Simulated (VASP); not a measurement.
# Zn2B3 (P-3m1) in VASP: a series of runs

The runs below take Zn2B3 through single point, relaxation of cell and atoms, with PBE.

Everything below comes from runs of VASP 6.6.1. Logs are shortened: lines on timing, memory, paths and dates and some standing lists are left out, and cuts for length are marked.

### Step 1. The cell of the first run

It takes space group P-3m1 (No. 164, trigonal). Conventional cell: a = 2.946 Å, b = 2.946 Å, c = 7.083 Å, α = 90.00°, β = 90.00°, γ = 120.00°. Zn (site symmetry 3m) has 7 B at 2.13 to 2.58 Å within 2.8 Å. B (site symmetry -3m) has 6 Zn at 2.27 Å and 6 B at 2.95 Å within 3.0 Å. Within 2.3 Å of B (site symmetry 3m) lie 3 B at 1.71 Å and 1 Zn at 2.13 Å.

### Step 2. Single point, PBE

The input, INCAR:

```
SYSTEM = Zn2B3
PREC = Accurate ; ENCUT = 520
EDIFF = 1E-6 ; ISMEAR = 0
SIGMA = 0.1 ; LREAL = .FALSE.
LASPH = .TRUE. ; NELM = 100
ALGO = Normal ; ISIF = 2
LWAVE = .FALSE. ; LCHARG = .FALSE.
GGA = PE ; NBANDS = 24
```

The input, KPOINTS:

```
Automatic mesh
0
G
  12 12 6
  0 0 0
```

The input, POSCAR:

```
Zn2B3
1.0
    2.9464631045      0.0000000000      0.0000000000
   -1.4732315522      2.5517118998      0.0000000000
    0.0000000000      0.0000000000      7.0828031355
Zn B
2 3
Direct
    0.3333333333      0.6666666667      0.2125161777
    0.6666666667      0.3333333333      0.7874838223
    0.0000000000      0.0000000000      0.0000000000
    0.3333333333      0.6666666667      0.5132476769
    0.6666666667      0.3333333333      0.4867523231
```

Potentials or basis: VASP PAW PBE potentials, release 64 (Zn, B).

Command:

```sh
cat potpaw_PBE.64/Zn/POTCAR potpaw_PBE.64/B/POTCAR > POTCAR
mpirun -np 1 vasp_std > vasp.out
```

OUTCAR:

```text
SYSTEM = Zn2B3
   PREC = Accurate
   ENCUT = 520
   EDIFF = 1E-6
   ISMEAR = 0
   LREAL = .FALSE.
   LASPH = .TRUE.
   NELM = 100
   ISIF = 2
   GGA = PE

 ion  position               nearest neighbor table
   1  0.333  0.667  0.213-   4 2.13   3 2.27   3 2.27   3 2.27   5 2.58   5 2.58   5 2.58
   2  0.667  0.333  0.787-   5 2.13   3 2.27   3 2.27   3 2.27   4 2.58   4 2.58   4 2.58
   3  0.000  0.000  0.000-   1 2.27   2 2.27   1 2.27   2 2.27   2 2.27   1 2.27
   4  0.333  0.667  0.513-   5 1.71   5 1.71   5 1.71   1 2.13   2 2.58   2 2.58   2 2.58
   5  0.667  0.333  0.487-   4 1.71   4 1.71   4 1.71   2 2.13   1 2.58   1 2.58   1 2.58

  LATTYP: Found a hexagonal cell.
 ALAT       =     2.9464631045
 C/A-ratio  =     2.4038322844

  Lattice vectors:

 A1 = (   2.9464631045,   0.0000000000,   0.0000000000)
 A2 = (  -1.4732315522,   2.5517118998,   0.0000000000)
 A3 = (   0.0000000000,   0.0000000000,   7.0828031355)

Analysis of symmetry for initial positions (statically):
=====================================================================
 Subroutine PRICEL returns:
 Original cell was already a primitive cell.

 Routine SETGRP: Setting up the symmetry group for a
 hexagonal supercell.

 Subroutine GETGRP returns: Found 12 space group operations
 (whereof 12 operations were pure point group operations)
 out of a pool of 24 trial point group operations.

The static configuration has the point symmetry D_3d.

Analysis of symmetry for dynamics (positions and initial velocities):
=====================================================================
 Subroutine PRICEL returns:
 Original cell was already a primitive cell.

 Routine SETGRP: Setting up the symmetry group for a
 hexagonal supercell.

 Subroutine GETGRP returns: Found 12 space group operations
 (whereof 12 operations were pure point group operations)
 out of a pool of 24 trial point group operations.

The dynamic configuration has the point symmetry D_3d.

 Subroutine INISYM returns: Found 12 space group operations
 (whereof 12 operations are pure point group operations),
 and found     1 'primitive' translations

----------------------------------------------------------------------------------------

                                     Primitive cell

  volume of cell :      53.2522

  direct lattice vectors                    reciprocal lattice vectors
     2.946463104  0.000000000  0.000000000     0.339389962  0.195946886  0.000000000
    -1.473231552  2.551711900  0.000000000     0.000000000  0.391893771  0.000000000
     0.000000000  0.000000000  7.082803135     0.000000000  0.000000000  0.141187039

  length of vectors
     2.946463104  2.946463104  7.082803135     0.391893771  0.391893771  0.141187039

  position of ions in fractional coordinates (direct lattice)
     0.333333333  0.666666667  0.212516178
     0.666666667  0.333333333  0.787483822
     0.000000000  0.000000000  0.000000000
     0.333333333  0.666666667  0.513247677
     0.666666667  0.333333333  0.486752323

  ion indices of the primitive-cell ions
   primitive index   ion index
                 1           1
                 2           2
                 3           3
                 4           4
                 5           5

----------------------------------------------------------------------------------------

 KPOINTS: Automatic mesh

Automatic generation of k-mesh.
 Grid dimensions read from file:
 generate k-points for:   12   12    6

 Generating k-lattice:

  Cartesian coordinates                     Fractional coordinates (reciprocal lattice)
     0.028282497  0.016328907  0.000000000     0.083333333 -0.000000000  0.000000000
     0.000000000  0.032657814  0.000000000     0.000000000  0.083333333  0.000000000
     0.000000000  0.000000000  0.023531173     0.000000000  0.000000000  0.166666667

  Length of vectors
     0.032657814  0.032657814  0.023531173

  Shift w.r.t. Gamma in fractional coordinates (k-lattice)
     0.000000000  0.000000000  0.000000000

 Subroutine IBZKPT returns following result:
 ===========================================

 Found    100 irreducible k-points:

 Following reciprocal coordinates:
            Coordinates               Weight
  0.000000  0.000000  0.000000      1.000000
  0.083333  0.000000  0.000000      6.000000
  0.166667  0.000000  0.000000      6.000000
  0.250000  0.000000  0.000000      6.000000
  0.333333  0.000000  0.000000      6.000000
  0.416667  0.000000  0.000000      6.000000
[... 16 lines left out ...]
  0.166667  0.000000  0.166667      6.000000
  0.000000  0.166667  0.166667      6.000000
 [... further k-points ...]
   k-points           NKPTS =    100   k-points in BZ     NKDIM =    100   number of bands    NBANDS=     24
   number of dos      NEDOS =    301   number of ions     NIONS =      5
   total plane-waves  NPLWV =  31104
   dimension x,y,z NGX =    24 NGY =   24 NGZ =   54
   dimension x,y,z NGXF=    48 NGYF=   48 NGZF=  108
   ions per type =               2   3
   NGX,Y,Z   is equivalent  to a cutoff of  13.54, 13.54, 12.67 a.u.
   NGXF,Y,Z  is equivalent  to a cutoff of  27.08, 27.08, 25.35 a.u.
 SYSTEM =  Zn2B3
   PREC   = accura    normal or accurate (medium, high low for compatibility)
   ISTART =      0    job   : 0-new  1-cont  2-samecut
   ICHARG =      2    charge: 1-file 2-atom 10-const
   ISPIN  =      1    spin polarized calculation?
   LNONCOLLINEAR =      F non collinear calculations
   LSORBIT =      F    spin-orbit coupling
   LASPH  =      T    aspherical Exc in radial PAW
   ENCUT  =  520.0 eV  38.22 Ry    6.18 a.u.   5.48  5.48 13.17*2*pi/ulx,y,z
   NELM   =    100;   NELMIN=  2; NELMDL= -5     # of ELM steps
   EDIFF  = 0.1E-05   stopping-criterion for ELM
   LREAL  =      F    real-space projection
   EDIFFG = 0.1E-04   stopping-criterion for IOM
   NSW    =      0    number of steps for IOM
   IBRION =     -1    ionic relax: 0-MD 1-quasi-New 2-CG
   NFREE  =      0    steps in history (QN), initial steepest desc. (CG)
   ISIF   =      2    stress and relaxation
   ISYM   =      2    0-nonsym 1-usesym 2-fastsym
   POTIM  = 0.5000    time-step for ionic-motion
   TEBEG  =    0.0;   TEEND  =   0.0 temperature during run
   PSTRESS=    0.0 pullay stress
   NELECT =      33.0000    total number of electrons
   NUPDOWN=      -1.0000    fix difference up-down
   EMIN   =  10.00;   EMAX   =-10.00  energy-range for DOS
   EFERMI =   0.00;   METHOD = LEGACY
   ISMEAR =     0;   SIGMA  =   0.10  broadening in eV -4-tet -1-fermi 0-gaus
   EFERMI_NEDOS =   21; number of points for ismear=-14 and -15
   IALGO  =     38    algorithm
   IMIX   =      4    mixing-type and parameters
     AMIX     =   0.40;   BMIX     =  1.00
     AMIX_MAG =   1.60;   BMIX_MAG =  1.00
  volume/ion in A,a.u.               =      10.65        71.87
  Fermi-wavevector in a.u.,A,eV,Ry     =   1.395726  2.637540 26.504848  1.948051
  Thomas-Fermi vector in A             =   2.519150
   LORBIT       =      0    0 simple, 1 ext, 2 COOP (PROOUT), +10 PAW based schemes
   GGA     = PE    functional components
   LHFCALC =     F    Hartree Fock is set to
   AEXX    =    0.0000 exact exchange contribution
   IVDW    =     0    specifies the selected vdW correction
   LEPSILON=     F    determine dielectric tensor
   LRPA    =     F    only Hartree local field effects (RPA)
 non-spin polarized calculation
 Gauss-broadening in eV      SIGMA  =   0.10
  energy-cutoff  :      520.00
  volume of cell :       53.25
 maximum number of plane-waves:      1479
 NGX is ok and might be reduce to    24
   NGX = 11   NGY = 11   NGZ = 27

 number of electron      32.9999992 magnetization

 Free energy of the ion-electron system (eV)
  ---------------------------------------------------
  ext. energy  EPLUGINS =         0.00000000
  ---------------------------------------------------
  free energy    TOTEN  =       -19.25700082 eV

  energy without entropy =      -19.24824738  energy(sigma->0) =      -19.25262410

 E-fermi :   3.6365     XC(G=0): -11.5869

 val. band max:        3.6169614860   @ k =   0.2500   0.0000   0.5000
 cond. band min:       3.6410077924   @ k =   0.4167   0.1667   0.5000
 fundamental gap:      0.0240463064
 Fermi energy:         3.6365032639

 k-point     1 :       0.0000    0.0000    0.0000
  band No.  band energies     occupation
      1      -8.6090      2.00000
      2      -6.4969      2.00000
      3      -4.6740      2.00000
      4      -3.7207      2.00000
      5      -3.6316      2.00000
      6      -3.5015      2.00000
[... 16 lines left out ...]
     23      13.9116      0.00000
     24      14.9252      0.00000

 k-point     2 :       0.0833    0.0000    0.0000
  band No.  band energies     occupation
      1      -8.4773      2.00000
      2      -6.3908      2.00000
      3      -4.5221      2.00000
      4      -3.7035      2.00000
      5      -3.6264      2.00000
      6      -3.5131      2.00000
[... 16 lines left out ...]
     23      13.2151      0.00000
     24      15.0250      0.00000

 k-point     3 :       0.1667    0.0000    0.0000
  band No.  band energies     occupation
      1      -8.0866      2.00000
      2      -6.0852      2.00000
      3      -4.1213      2.00000
      4      -3.6683      2.00000
      5      -3.6403      2.00000
      6      -3.5048      2.00000
[... 16 lines left out ...]
     23      14.1695      0.00000
     24      14.3779      0.00000

 k-point     4 :       0.2500    0.0000    0.0000
  band No.  band energies     occupation
      1      -7.4522      2.00000
      2      -5.6292      2.00000
      3      -3.8492      2.00000
      4      -3.7361      2.00000
      5      -3.6634      2.00000
      6      -3.5080      2.00000
[... 16 lines left out ...]
     23      13.2843      0.00000
     24      14.4256      0.00000

 k-point     5 :       0.3333    0.0000    0.0000
  band No.  band energies     occupation
      1      -6.6069      2.00000
      2      -5.1404      2.00000
      3      -3.8666      2.00000
      4      -3.8372      2.00000
      5      -3.7077      2.00000
      6      -3.5776      2.00000
[... 16 lines left out ...]
     23      12.3549      0.00000
     24      13.7307      0.00000

 k-point     6 :       0.4167    0.0000    0.0000
  band No.  band energies     occupation
      1      -5.6344      2.00000
      2      -4.7910      2.00000
      3      -3.9603      2.00000
      4      -3.9129      2.00000
      5      -3.7667      2.00000
      6      -3.7397      2.00000
[... 16 lines left out ...]
     23      11.1596      0.00000
     24      13.1592      0.00000
[... 379 lines left out ...]
 k-point    21 :       0.0833    0.0000    0.1667
  band No.  band energies     occupation
      1      -8.4226      2.00000
      2      -6.6227      2.00000
      3      -4.3347      2.00000
      4      -3.7302      2.00000
      5      -3.5386      2.00000
      6      -3.4792      2.00000
[... 16 lines left out ...]
     23      13.3173      0.00000
     24      15.0025      0.00000

 k-point    22 :       0.0000    0.0833    0.1667
  band No.  band energies     occupation
      1      -8.4228      2.00000
      2      -6.6215      2.00000
      3      -4.3394      2.00000
      4      -3.7320      2.00000
      5      -3.5619      2.00000
      6      -3.4770      2.00000
[... 16 lines left out ...]
     23      13.2432      0.00000
     24      15.0229      0.00000

 k-point    23 :       0.1667    0.0000    0.1667
  band No.  band energies     occupation
      1      -8.0348      2.00000
      2      -6.2870      2.00000
      3      -4.0278      2.00000
      4      -3.6845      2.00000
      5      -3.5630      2.00000
      6      -3.5328      2.00000
[... 16 lines left out ...]
     23      13.9239      0.00000
     24      14.3749      0.00000

 k-point    24 :       0.0000    0.1667    0.1667
  band No.  band energies     occupation
      1      -8.0359      2.00000
      2      -6.2774      2.00000
      3      -4.0651      2.00000
      4      -3.7125      2.00000
      5      -3.6400      2.00000
      6      -3.5056      2.00000
[... 16 lines left out ...]
     23      14.3570      0.00000
     24      14.4463      0.00000

 [... further k-points ...]

------------------------ aborting loop because EDIFF is reached ----------------------------------------

  FORCE on cell =-STRESS in cart. coord.  units (eV):
  Direction    XX          YY          ZZ          XY          YZ          ZX
  --------------------------------------------------------------------------------------
  -------------------------------------------------------------------------------------
  Total        0.0640489      0.0640489      0.2068789      0.0000000      0.0000000      0.0000000
  in kB        1.9270132      1.9270132      6.2242766      0.0000000      0.0000000      0.0000000
  external PRESSURE =       3.3594343 kB  Pullay stress =       0.0000000 kB

 VOLUME and BASIS-vectors are now :
 -----------------------------------------------------------------------------
  energy-cutoff  :      520.00
  volume of cell :       53.25
      direct lattice vectors                 reciprocal lattice vectors
     2.946463104  0.000000000  0.000000000     0.339389962  0.195946886  0.000000000
    -1.473231552  2.551711900  0.000000000     0.000000000  0.391893771  0.000000000
     0.000000000  0.000000000  7.082803135     0.000000000  0.000000000  0.141187039

 POSITION                                       TOTAL-FORCE (eV/Angst)
 -----------------------------------------------------------------------------------
     -0.00000      1.70114      1.50521        -0.000000     -0.000000     -0.004352
      1.47323      0.85057      5.57759         0.000000      0.000000      0.004352
      0.00000      0.00000      0.00000         0.000000      0.000000      0.000000
     -0.00000      1.70114      3.63523         0.000000     -0.000000      0.005248
      1.47323      0.85057      3.44757        -0.000000      0.000000     -0.005248
 -----------------------------------------------------------------------------------
    total drift:                                0.000000     -0.000000     -0.000000

  FREE ENERGIE OF THE ION-ELECTRON SYSTEM (eV)
  ---------------------------------------------------
  free  energy   TOTEN  =       -19.2570008151 eV

  energy  without entropy=      -19.2482473847  energy(sigma->0) =      -19.25262410
```

It took 59 s on 1 thread of Intel Xeon 6975P-C (Granite Rapids), shared host; peak memory 0.25 GiB.

What came out:

| Quantity | Value |
| --- | --- |
| Free energy | -19.2570 eV |
| Pressure | 0.3 GPa |
| Largest force | 0.005 eV/Å |
| Band gap on the k mesh | zero (an odd number of electrons rules out a gap without spin polarisation) |

Forces in eV/Å, atoms in the order of the input:
```
Zn   0.000  0.000 -0.004
Zn   0.000  0.000  0.004
B    0.000  0.000  0.000
B    0.000  0.000  0.005
B    0.000  0.000 -0.005
```

Stress tensor (GPa, compression positive):
```
0.19 0.00 0.00
0.00 0.19 0.00
0.00 0.00 0.62
```

Levels at points of the mesh, in eV from the Fermi level:
```
           k point  band 15  band 16  band 17  band 18  band 19  band 20
(0.00, 0.00, 0.00)     1.54     1.54     1.54     4.69     4.69     8.86
(0.50, 0.00, 0.00)    -2.48    -2.18    -1.10     2.58     3.21     4.32
(0.00, 0.00, 0.50)     1.53     1.53     4.71     4.71     4.84     6.26
(0.50, 0.00, 0.50)    -1.76    -1.03    -0.47     1.05     2.09     2.41
```

### Step 3. Relaxation of cell and atoms, PBE

The input, INCAR:

```
  PREC = Accurate
  ENCUT = 600
  EDIFF = 1E-6
  ISMEAR = 0
  SIGMA = 0.1
  LREAL = False
  LASPH = True
  NELM = 60
  ALGO = Normal
  ISIF = 3
  LWAVE = False
  LCHARG = False
  GGA = PE
  IBRION = 2
  NSW = 100
  EDIFFG = -0.01
```

The input, KPOINTS:

```
Automatic mesh
0
Gamma
  12 12 6
```

The input, POSCAR:

```
Zn2B3
1.0
    2.9380994538      0.0000000000      0.0000000000
   -1.4690497269      2.5444687658      0.0000000000
    0.0000000000      0.0000000000      7.1145192311
Zn B
2 3
Direct
    0.3333333333      0.6666666667      0.2168377517
    0.6666666667      0.3333333333      0.7831622483
    0.0000000000      0.0000000000      0.0000000000
    0.3333333333      0.6666666667      0.5137180192
    0.6666666667      0.3333333333      0.4862819808
```

Potentials or basis: VASP PAW PBE potentials, release 64 (Zn, B).

Command:

```sh
cat potpaw_PBE.64/Zn/POTCAR potpaw_PBE.64/B/POTCAR > POTCAR
mpirun -np 1 vasp_std > vasp.out
```

It took 3.5 min on 1 thread of Intel Xeon 6975P-C (Granite Rapids), shared host; peak memory 0.26 GiB.

It converged, with:

* Free energy: -19.2585 eV
* Relaxed volume: 10.68 Å³/atom
* Relaxed cell: a = 2.948 Å, b = 2.948 Å, c = 7.093 Å, α = 90.00°, β = 90.00°, γ = 120.00°
* Space group after relaxing (to 0.1 Å): P-3m1 (No. 164)
* Energy gained by relaxing: 1.7 meV/atom
* Ionic steps: 7
* Pressure after relaxing: 0.0 GPa
* Largest force after relaxing: 0.007 eV/Å
* Band gap on the k mesh: zero (an odd number of electrons rules out a gap without spin polarisation)

Forces on the atoms (eV/Å):
```
Zn   0.000  0.000 -0.007
Zn   0.000  0.000  0.007
B    0.000  0.000  0.000
B    0.000  0.000 -0.007
B    0.000  0.000  0.007
```

Stress tensor (GPa, compression positive):
```
-0.10  0.00  0.00
 0.00 -0.10  0.00
 0.00  0.00  0.11
```

Step by step:
```tsv
step	energy change (eV)	largest force (eV/Å)	pressure (GPa)	volume (Å³)
1	0.0000	0.2689	0.26	53.19
2	-0.0055	0.1314	-0.11	53.32
3	-0.0068	0.1361	-0.40	53.42
4	-0.0084	0.0196	0.28	53.24
5	-0.0084	0.0307	0.19	53.26
6	-0.0085	0.0108	-0.01	53.36
7	-0.0086	0.0068	-0.03	53.38
```

Final structure:
```cif
data_structure
_symmetry_space_group_name_H-M 'P 1'
_symmetry_Int_Tables_number 1
_cell_length_a 2.9478
_cell_length_b 2.9478
_cell_length_c 7.0934
_cell_angle_alpha 90.000
_cell_angle_beta 90.000
_cell_angle_gamma 120.000
_cell_volume 53.38
loop_
_atom_site_label
_atom_site_type_symbol
_atom_site_fract_x
_atom_site_fract_y
_atom_site_fract_z
_atom_site_occupancy
Zn1 Zn 0.33333 0.66667 0.21254 1
Zn2 Zn 0.66667 0.33333 0.78746 1
B1 B 0.00000 0.00000 0.00000 1
B2 B 0.33333 0.66667 0.51320 1
B3 B 0.66667 0.33333 0.48680 1
```

Levels at points of the mesh, in eV from the Fermi level:
```csv
k point,band 15,band 16,band 17,band 18,band 19,band 20
"(0.00, 0.00, 0.00)",1.52,1.54,1.54,4.68,4.68,8.86
"(0.50, 0.00, 0.00)",-2.48,-2.18,-1.09,2.57,3.20,4.30
"(0.00, 0.00, 0.50)",1.53,1.53,4.71,4.71,4.82,6.22
"(0.50, 0.00, 0.50)",-1.76,-1.03,-0.48,1.05,2.07,2.41
```
